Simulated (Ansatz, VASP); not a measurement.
One calculation of BAs, two programs

```
CELL_PARAMETERS angstrom
0.00000 2.38850 2.38850
2.38850 0.00000 2.38850
2.38850 2.38850 0.00000
ATOMIC_POSITIONS crystal
B 0.00000 0.00000 0.00000
As 0.25000 0.25000 0.25000
```

Alike in both runs: task relaxation of cell and atoms; functional LDA; k mesh 10 × 10 × 10; occupations gaussian, width 0.02 eV; no spin polarisation.

|  | VASP | Ansatz |
| --- | --- | --- |
| version | VASP 6.6.1 | Ansatz 0.2.0 |
| potentials or method | VASP PAW LDA potentials, release 64 (B, As), cutoff 500 eV | scalar-relativistic, plane waves, PAW |
| valence electrons in the cell | 8 | 18 |

|  | VASP | Ansatz | Ansatz less VASP |
| --- | --- | --- | --- |
| gap on the k mesh at the Fermi level, each at its own relaxed structure (eV) | 1.10 | 1.10 | +0.002 |
| relaxed volume (Å³/atom) | 13.33 | 13.25 | -0.084 |
| relaxed cell length with the largest relative difference (Å) | 3.353 | 3.346 | -0.0071 |

LDA's correlation is that of Perdew and Zunger in VASP and of Perdew and Wang (1992) in Ansatz. VASP's potentials hold 8 valence electrons a cell and Ansatz's 18, so a difference there can come from the potentials and not from the codes.
